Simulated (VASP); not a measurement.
Input of a VASP 6.6.1 run:

File INCAR:

```
SYSTEM = AlFe3B
PREC = Accurate
ENCUT = 520
EDIFF = 1E-6
ISMEAR = 0
SIGMA = 0.1
LREAL = .False.
LASPH = .True.
NELM = 150
ALGO = Fast
ISIF = 2
LWAVE = .False.
LCHARG = .False.
ISPIN = 2
MAGMOM = 0 4 4 4 0
LORBIT = 11
LMAXMIX = 4
GGA = PE
NBANDS = 27
```

File KPOINTS:

```
regular mesh
0
Gamma
  10 10 10
  0 0 0
```

Contents of POSCAR:

```
AlFe3B
1.0
    3.7750398769      0.0000000000      0.0000000000
    0.0000000000      3.7750398769      0.0000000000
    0.0000000000      0.0000000000      3.7750398769
Al Fe B
1 3 1
Direct
    0.5000000000      0.5000000000      0.5000000000
    0.5000000000      0.0000000000      0.0000000000
    0.0000000000      0.5000000000      0.0000000000
    0.0000000000      0.0000000000      0.5000000000
    0.0000000000      0.0000000000      0.0000000000
```

Potentials or basis: VASP PAW PBE potentials, release 64 (Al, Fe, B).

Launch:

```bash
$ cat potpaw_PBE.64/Al/POTCAR potpaw_PBE.64/Fe/POTCAR potpaw_PBE.64/B/POTCAR > POTCAR
$ mpirun -np 1 vasp_std > vasp.out
```

Task: Estimate the site moments.

Result: Al -0.06; Fe +1.45; B -0.13 μB.

Task: Estimate the pressure.

Result: 6.8 GPa.

Caveat: the cell differs from its parent crystal (strained); the cell stands under pressure.
